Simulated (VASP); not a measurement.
# Ti (Im-3m) in VASP: further runs

Ti is run at these levels: r2SCAN; tasks: single point.

All numbers are computed with VASP 6.6.1; they aren't measurements. Logs are shortened: lines on timing, memory, paths and dates and some standing lists are left out, and cuts for length are marked.

**1. The cell of the first run**

The structure is cubic, space group Im-3m (No. 229). Conventional cell: a = 3.258 Å, b = 3.258 Å, c = 3.258 Å, α = 90.00°, β = 90.00°, γ = 90.00°. Ti (site symmetry m-3m) has 14 Ti at 2.82 to 3.26 Å within 3.7 Å.

This isn't the form of Ti at room conditions, which is hcp.

**2. Single point, r2SCAN**

Contents of POSCAR:

```
Ti
1.0
    1.6288105481      1.6288105481      1.6288105481
   -1.6288105481      1.6288105481      1.6288105481
   -1.6288105481     -1.6288105481      1.6288105481
Ti
1
Direct
    0.0000000000      0.0000000000      0.0000000000
```

Contents of INCAR.step1:

```
ALGO = Normal
EDIFF = 1E-5
ENCUT = 550
GGA = PE
GGA_COMPAT = F
ISMEAR = -1
LASPH = T
LCHARG = F
LREAL = F
LWAVE = T
NBANDS = 12
NELM = 120
PREC = Accurate
SIGMA = 0.1
```

Contents of INCAR.step2:

```
ALGO = Normal
EDIFF = 1E-6
ENCUT = 550
GGA_COMPAT = F
ISIF = 2
ISMEAR = -1
ISTART = 1
LASPH = T
LCHARG = F
LMIXTAU = T
LREAL = F
LWAVE = F
METAGGA = R2SCAN
NBANDS = 12
NELM = 120
PREC = Accurate
SIGMA = 0.1
```

Contents of KPOINTS:

```
k-points
0
Gamma
  9 9 9
```

Potentials or basis: VASP PAW PBE potentials, release 64 (Ti_sv).

The run is started by

```bash
cat potpaw_PBE.64/Ti_sv/POTCAR > POTCAR
cp INCAR.step1 INCAR
mpirun -np 1 vasp_std > vasp.out
cp INCAR.step2 INCAR
mpirun -np 1 vasp_std > vasp.out
```

OUTCAR:

```text
EDIFF = 1E-6
   ENCUT = 550
   ISIF = 2
   ISMEAR = -1
   ISTART = 1
   LASPH = T
   LREAL = F
   METAGGA = R2SCAN
   NELM = 120
   PREC = Accurate

 ion  position               nearest neighbor table
   1  0.000  0.000  0.000-

  LATTYP: Found a body centered cubic cell.
 ALAT       =     3.2576210962

  Lattice vectors:

 A1 = (   1.6288105481,  -1.6288105481,  -1.6288105481)
 A2 = (   1.6288105481,   1.6288105481,   1.6288105481)
 A3 = (  -1.6288105481,  -1.6288105481,   1.6288105481)

Analysis of symmetry for initial positions (statically):
=====================================================================
 Subroutine PRICEL returns:
 Original cell was already a primitive cell.

 Routine SETGRP: Setting up the symmetry group for a
 body centered cubic supercell.

 Subroutine GETGRP returns: Found 48 space group operations
 (whereof 48 operations were pure point group operations)
 out of a pool of 48 trial point group operations.

The static configuration has the point symmetry O_h .

Analysis of symmetry for dynamics (positions and initial velocities):
=====================================================================
 Subroutine PRICEL returns:
 Original cell was already a primitive cell.

 Routine SETGRP: Setting up the symmetry group for a
 body centered cubic supercell.

 Subroutine GETGRP returns: Found 48 space group operations
 (whereof 48 operations were pure point group operations)
 out of a pool of 48 trial point group operations.

The dynamic configuration has the point symmetry O_h .

 Subroutine INISYM returns: Found 48 space group operations
 (whereof 48 operations are pure point group operations),
 and found     1 'primitive' translations

----------------------------------------------------------------------------------------

                                     Primitive cell

  volume of cell :      17.2851

  direct lattice vectors                    reciprocal lattice vectors
     1.628810548  1.628810548  1.628810548     0.306972472  0.000000000  0.306972472
    -1.628810548  1.628810548  1.628810548    -0.306972472  0.306972472  0.000000000
    -1.628810548 -1.628810548  1.628810548     0.000000000 -0.306972472  0.306972472

  length of vectors
     2.821182625  2.821182625  2.821182625     0.434124633  0.434124633  0.434124633

  position of ions in fractional coordinates (direct lattice)
     0.000000000  0.000000000  0.000000000

  ion indices of the primitive-cell ions
   primitive index   ion index
                 1           1

----------------------------------------------------------------------------------------

 KPOINTS: k-points

Automatic generation of k-mesh.
 Grid dimensions read from file:
 generate k-points for:    9    9    9

 Generating k-lattice:

  Cartesian coordinates                     Fractional coordinates (reciprocal lattice)
     0.034108052  0.000000000  0.034108052     0.111111111  0.000000000  0.000000000
    -0.034108052  0.034108052  0.000000000     0.000000000  0.111111111  0.000000000
     0.000000000 -0.034108052  0.034108052     0.000000000  0.000000000  0.111111111

  Length of vectors
     0.048236070  0.048236070  0.048236070

  Shift w.r.t. Gamma in fractional coordinates (k-lattice)
     0.000000000  0.000000000  0.000000000

 Subroutine IBZKPT returns following result:
 ===========================================

 Found     35 irreducible k-points:

 Following reciprocal coordinates:
            Coordinates               Weight
  0.000000  0.000000  0.000000      1.000000
  0.111111  0.000000  0.000000     12.000000
  0.222222  0.000000  0.000000     12.000000
  0.333333  0.000000  0.000000     12.000000
  0.444444  0.000000  0.000000     12.000000
  0.222222  0.111111 -0.000000     24.000000
[... 16 lines left out ...]
  0.111111 -0.444444  0.111111     24.000000
  0.222222 -0.444444  0.111111     24.000000
 [... further k-points ...]
   k-points           NKPTS =     35   k-points in BZ     NKDIM =     35   number of bands    NBANDS=     12
   number of dos      NEDOS =    301   number of ions     NIONS =      1
   total plane-waves  NPLWV =  13824
   dimension x,y,z NGX =    24 NGY =   24 NGZ =   24
   dimension x,y,z NGXF=    48 NGYF=   48 NGZF=   48
   ions per type =               1
   NGX,Y,Z   is equivalent  to a cutoff of  14.14, 14.14, 14.14 a.u.
   NGXF,Y,Z  is equivalent  to a cutoff of  28.29, 28.29, 28.29 a.u.
 SYSTEM =  unknown system
   PREC   = accura    normal or accurate (medium, high low for compatibility)
   ISTART =      1    job   : 0-new  1-cont  2-samecut
   ICHARG =      0    charge: 1-file 2-atom 10-const
   ISPIN  =      1    spin polarized calculation?
   LNONCOLLINEAR =      F non collinear calculations
   LSORBIT =      F    spin-orbit coupling
   LASPH  =      T    aspherical Exc in radial PAW
   ENCUT  =  550.0 eV  40.42 Ry    6.36 a.u.   5.39  5.39  5.39*2*pi/ulx,y,z
   NELM   =    120;   NELMIN=  2; NELMDL=  0     # of ELM steps
[... 57 lines left out ...]
      1     -50.7226      2.00000
      2     -25.5204      2.00000
      3     -25.5204      2.00000
      4     -25.5204      2.00000
      5       1.8203      2.00000
      6       9.3210      0.00002
      7       9.3210      0.00002
      8       9.3210      0.00002
      9      11.1154      0.00000
     10      11.1154      0.00000
     11      26.2947      0.00000
     12      26.2947      0.00000

 k-point     2 :       0.1111    0.0000    0.0000
  band No.  band energies     occupation
      1     -50.7064      2.00000
      2     -25.6064      2.00000
      3     -25.5464      2.00000
      4     -25.5211      2.00000
      5       2.2546      2.00000
      6       9.1214      0.00017
      7       9.2371      0.00005
      8       9.6336      0.00000
      9      10.9131      0.00000
     10      11.1287      0.00000
     11      25.5490      0.00000
     12      26.1609      0.00000

 k-point     3 :       0.2222    0.0000    0.0000
  band No.  band energies     occupation
      1     -50.6652      2.00000
      2     -25.8199      2.00000
      3     -25.6116      2.00000
      4     -25.5227      2.00000
      5       3.4277      2.00000
      6       8.6513      0.01880
      7       8.8152      0.00368
      8      10.4950      0.00000
      9      10.7907      0.00000
     10      11.1940      0.00000
     11      23.2546      0.00000
     12      25.0079      0.00000

 k-point     4 :       0.3333    0.0000    0.0000
  band No.  band energies     occupation
      1     -50.6180      2.00000
      2     -26.0562      2.00000
      3     -25.6849      2.00000
      4     -25.5247      2.00000
      5       4.8323      2.00000
      6       8.1673      1.09104
      7       8.4672      0.11289
      8      10.9818      0.00000
      9      11.3291      0.00000
     10      11.6442      0.00000
     11      20.1703      0.00000
     12      23.3267      0.00000

 k-point     5 :       0.4444    0.0000    0.0000
  band No.  band energies     occupation
      1     -50.5870      2.00000
      2     -26.2069      2.00000
      3     -25.7323      2.00000
      4     -25.5260      2.00000
      5       5.5253      2.00000
      6       7.8750      1.91427
      7       8.9649      0.00082
      8      11.1195      0.00000
      9      11.4584      0.00000
     10      12.5481      0.00000
     11      17.7768      0.00000
     12      22.2537      0.00000
[... 228 lines left out ...]
      1     -50.5528      2.00000
      2     -26.0792      2.00000
      3     -25.9456      2.00000
      4     -25.6396      2.00000
      5       6.9914      1.99999
      6       7.2169      1.99988
      7       8.1484      1.18354
      8      10.9854      0.00000
      9      11.6294      0.00000
     10      15.0115      0.00000
     11      17.9109      0.00000
     12      18.3793      0.00000

 k-point    22 :       0.1111    0.4444    0.1111
  band No.  band energies     occupation
      1     -50.6065      2.00000
      2     -26.0645      2.00000
      3     -25.6913      2.00000
      4     -25.5970      2.00000
      5       5.5556      2.00000
      6       7.8776      1.91211
      7       7.9040      1.88703
      8      11.1484      0.00000
      9      11.3533      0.00000
     10      12.6862      0.00000
     11      20.3299      0.00000
     12      21.8523      0.00000

 k-point    23 :       0.1111   -0.4444    0.1111
  band No.  band energies     occupation
      1     -50.5816      2.00000
      2     -26.1344      2.00000
      3     -25.7798      2.00000
      4     -25.6041      2.00000
      5       6.2450      2.00000
      6       7.6543      1.99020
      7       8.2407      0.73108
      8      11.2676      0.00000
      9      11.4878      0.00000
     10      13.8647      0.00000
     11      17.7284      0.00000
     12      21.0756      0.00000

 k-point    24 :       0.2222   -0.4444    0.1111
  band No.  band energies     occupation
      1     -50.5828      2.00000
      2     -26.0792      2.00000
      3     -25.7844      2.00000
      4     -25.6551      2.00000
      5       6.7057      2.00000
      6       7.5133      1.99760
      7       7.7371      1.97768
      8      11.3100      0.00000
      9      11.4867      0.00000
     10      14.2120      0.00000
     11      19.1022      0.00000
     12      19.3640      0.00000

 [... further k-points ...]
[... 5 lines left out ...]
  --------------------------------------------------------------------------------------
  -------------------------------------------------------------------------------------
  Total        0.0286092      0.0286092      0.0286092      0.0000000      0.0000000      0.0000000
  in kB        2.6518216      2.6518216      2.6518216      0.0000000      0.0000000      0.0000000
  external PRESSURE =       2.6518216 kB  Pullay stress =       0.0000000 kB

 VOLUME and BASIS-vectors are now :
 -----------------------------------------------------------------------------
  energy-cutoff  :      550.00
  volume of cell :       17.29
      direct lattice vectors                 reciprocal lattice vectors
     1.628810548  1.628810548  1.628810548     0.306972472  0.000000000  0.306972472
    -1.628810548  1.628810548  1.628810548    -0.306972472  0.306972472  0.000000000
    -1.628810548 -1.628810548  1.628810548     0.000000000 -0.306972472  0.306972472

 POSITION                                       TOTAL-FORCE (eV/Angst)
 -----------------------------------------------------------------------------------
      0.00000      0.00000      0.00000         0.000000     -0.000000     -0.000000
 -----------------------------------------------------------------------------------
    total drift:                               -0.000000     -0.000000      0.000000

  FREE ENERGIE OF THE ION-ELECTRON SYSTEM (eV)
  ---------------------------------------------------
  free  energy   TOTEN  =       -12.8473140140 eV

  energy  without entropy=      -12.7692560750  energy(sigma->0) =      -12.80828504
```

Run time: 51 s. Hardware: 1 thread of Intel Xeon 8259CL, shared host; peak memory 0.14 GiB.

What came out:

```
Free energy            : -12.8473 eV
Pressure               : 0.3 GPa
Band gap on the k mesh : zero (bands 6 and 7 overlap by 1.84 eV)
```

Caveat: the PAW data sets were made with another functional, which shifts forces and pressure a little.

**3. Single point, r2SCAN**

This run uses another cell than the first one, of 17.11 Å³/atom.

Contents of POSCAR:

```
Ti
1.0
    1.6233629805      1.6233629805      1.6233629805
   -1.6233629805      1.6233629805      1.6233629805
   -1.6233629805     -1.6233629805      1.6233629805
Ti
1
Direct
    0.0000000000      0.0000000000      0.0000000000
```

Contents of INCAR.step1:

```
SYSTEM = Ti
PREC     = Accurate       ! precision mode
ENCUT    = 550            ! plane-wave cutoff, eV
ISMEAR   = -1             ! smearing method
SIGMA    = 0.1            ! smearing width, eV
LREAL    = .False.        ! projectors in reciprocal space
LASPH    = .True.         ! aspherical terms in the spheres
NELM     = 120            ! most SCF steps
NBANDS   = 12             ! bands
GGA      = PE             ! functional
ALGO     = Normal         ! electronic algorithm
EDIFF    = 1E-5           ! SCF threshold, eV
LWAVE    = .True.         ! write WAVECAR
LCHARG   = .False.        ! write CHGCAR
GGA_COMPAT= .False.
```

Contents of INCAR.step2:

```
SYSTEM = Ti
PREC     = Accurate       ! precision mode
ENCUT    = 550            ! plane-wave cutoff, eV
EDIFF    = 1E-6           ! SCF threshold, eV
ISMEAR   = -1             ! smearing method
SIGMA    = 0.1            ! smearing width, eV
LREAL    = .False.        ! projectors in reciprocal space
LASPH    = .True.         ! aspherical terms in the spheres
NELM     = 120            ! most SCF steps
ALGO     = Normal         ! electronic algorithm
ISIF     = 2              ! what is computed and relaxed
LWAVE    = .False.        ! write WAVECAR
LCHARG   = .False.        ! write CHGCAR
METAGGA  = R2SCAN         ! meta-GGA
LMIXTAU  = .True.       
NBANDS   = 12             ! bands
ISTART   = 1            
GGA_COMPAT= .False.
```

Contents of KPOINTS:

```
regular mesh
0
Gamma
  9 9 9
  0 0 0
```

Potentials or basis: VASP PAW PBE potentials, release 64 (Ti_sv).

The run is started by

```bash
cat potpaw_PBE.64/Ti_sv/POTCAR > POTCAR
cp INCAR.step1 INCAR
mpirun -np 1 vasp_std > vasp.out
cp INCAR.step2 INCAR
mpirun -np 1 vasp_std > vasp.out
```

Run time: 49 s. Hardware: 1 thread of Intel Xeon 8259CL, shared host; peak memory 0.14 GiB.

It converged, with:

| Quantity | Value |
| --- | --- |
| Free energy | -12.8462 eV |
| Pressure | 1.4 GPa |
| Band gap on the k mesh | zero (bands 6 and 7 overlap by 1.85 eV) |

Levels at points of the mesh, in eV from the Fermi level:
| k point | band 3 | band 4 | band 5 | band 6 | band 7 | band 8 | band 9 | band 10 |
| --- | --- | --- | --- | --- | --- | --- | --- | --- |
| (0.00, 0.00, 0.00) | -33.67 | -33.67 | -6.39 | 1.15 | 1.15 | 1.15 | 2.96 | 2.96 |

Caveat: the PAW data sets were made with another functional, which shifts forces and pressure a little.

**4. Single point, r2SCAN**

Contents of POSCAR:

```
Ti
1.0
    1.6288105481      1.6288105481      1.6288105481
   -1.6288105481      1.6288105481      1.6288105481
   -1.6288105481     -1.6288105481      1.6288105481
Ti
1
Direct
    0.0000000000      0.0000000000      0.0000000000
```

Contents of INCAR.step1:

```
SYSTEM = Ti
PREC = Accurate ; ENCUT = 550
ISMEAR = -1 ; SIGMA = 0.1
LREAL = .FALSE. ; LASPH = .TRUE.
NELM = 120 ; NBANDS = 12
GGA = PE ; ALGO = Normal
EDIFF = 1E-5 ; LWAVE = .TRUE.
LCHARG = .FALSE. ; GGA_COMPAT = .FALSE.
```

Contents of INCAR.step2:

```
SYSTEM = Ti
PREC = Accurate ; ENCUT = 550
EDIFF = 1E-6 ; ISMEAR = -1
SIGMA = 0.1 ; LREAL = .FALSE.
LASPH = .TRUE. ; NELM = 120
ALGO = Normal ; ISIF = 2
LWAVE = .FALSE. ; LCHARG = .FALSE.
METAGGA = R2SCAN ; LMIXTAU = .TRUE.
NBANDS = 12 ; ISTART = 1
GGA_COMPAT = .FALSE.
```

Contents of KPOINTS:

```
regular mesh
0
G
  9 9 9
  0 0 0
```

The run is started by

```bash
cat potpaw_PBE.64/Ti_sv/POTCAR > POTCAR
cp INCAR.step1 INCAR
mpirun -np 1 vasp_std > vasp.out
cp INCAR.step2 INCAR
mpirun -np 1 vasp_std > vasp.out
```

Run time: 45 s. Hardware: 1 thread of Intel Xeon 8259CL, shared host; peak memory 0.14 GiB.

The run converged. Its results:

| Property | Result |
| --- | --- |
| Free energy | -12.8473 eV |
| Pressure | 0.3 GPa |
| Band gap on the k mesh | zero (bands 6 and 7 overlap by 1.84 eV) |

Levels at points of the mesh, in eV from the Fermi level:
```tsv
k point	band 2	band 3	band 4	band 5	band 6	band 7	band 8	band 9	band 10	band 11
(0.00, 0.00, 0.00)	-33.71	-33.71	-33.71	-6.37	1.14	1.14	1.14	2.93	2.93	18.11
```

Caveat: the PAW data sets were made with another functional, which shifts forces and pressure a little.

**5. Single point, r2SCAN**

This run uses another cell than the first one, of 17.46 Å³/atom.

Contents of POSCAR:

```
Ti
1.0
    1.6342219186      1.6342219186      1.6342219186
   -1.6342219186      1.6342219186      1.6342219186
   -1.6342219186     -1.6342219186      1.6342219186
Ti
1
Direct
    0.0000000000      0.0000000000      0.0000000000
```

Contents of INCAR.step1:

```
PREC     = Accurate       # precision mode
ENCUT    = 550            # plane-wave cutoff, eV
ISMEAR   = -1             # smearing method
SIGMA    = 0.1            # smearing width, eV
LREAL    = F              # projectors in reciprocal space
LASPH    = T              # aspherical terms in the spheres
NELM     = 120            # most SCF steps
NBANDS   = 12             # bands
GGA      = PE             # functional
ALGO     = Normal         # electronic algorithm
EDIFF    = 1E-5           # SCF threshold, eV
LWAVE    = T              # write WAVECAR
LCHARG   = F              # write CHGCAR
GGA_COMPAT= F
```

Contents of INCAR.step2:

```
PREC     = Accurate       # precision mode
ENCUT    = 550            # plane-wave cutoff, eV
EDIFF    = 1E-6           # SCF threshold, eV
ISMEAR   = -1             # smearing method
SIGMA    = 0.1            # smearing width, eV
LREAL    = F              # projectors in reciprocal space
LASPH    = T              # aspherical terms in the spheres
NELM     = 120            # most SCF steps
ALGO     = Normal         # electronic algorithm
ISIF     = 2              # what is computed and relaxed
LWAVE    = F              # write WAVECAR
LCHARG   = F              # write CHGCAR
METAGGA  = R2SCAN         # meta-GGA
LMIXTAU  = T            
NBANDS   = 12             # bands
ISTART   = 1            
GGA_COMPAT= F
```

Contents of KPOINTS:

```
Automatic mesh
0
Gamma
  9 9 9
```

The run is started by

```bash
cat potpaw_PBE.64/Ti_sv/POTCAR > POTCAR
cp INCAR.step1 INCAR
mpirun -np 1 vasp_std > vasp.out
cp INCAR.step2 INCAR
mpirun -np 1 vasp_std > vasp.out
```

Wall time 54 s (1 thread of Intel Xeon 8259CL, shared host); peak memory 0.14 GiB.

It converged, with:

```
Free energy            : -12.8472 eV
Pressure               : -0.8 GPa
Band gap on the k mesh : zero (bands 6 and 7 overlap by 1.83 eV)
```

Levels at points of the mesh, in eV from the Fermi level:
| k point | band 3 | band 4 | band 5 | band 6 | band 7 | band 8 | band 9 | band 10 |
| --- | --- | --- | --- | --- | --- | --- | --- | --- |
| (0.00, 0.00, 0.00) | -33.74 | -33.74 | -6.34 | 1.13 | 1.13 | 1.13 | 2.90 | 2.90 |

Caveat: the PAW data sets were made with another functional, which shifts forces and pressure a little.

**6. The runs side by side**

| cell | gap on the mesh (eV) | pressure (GPa) |
| --- | --- | --- |
| a = 2.821 Å, angles 70.5, 109.5, 70.5°, 1 atom | none | 0.3 |
| a = 2.812 Å, angles 70.5, 109.5, 70.5°, 1 atom | none | 1.4 |
| a = 2.831 Å, angles 70.5, 109.5, 70.5°, 1 atom | none | -0.8 |

Alike in all rows: task single point; level r2SCAN; potentials or basis VASP PAW PBE potentials, release 64 (Ti_sv); no spin polarisation; k mesh 9 × 9 × 9; cutoff (eV) 550; smearing fermi-dirac 0.1 eV.

Caveats: the PAW data sets were made with another functional, which shifts forces and pressure a little.

Absolute energies hang on the potentials; compare differences alone.
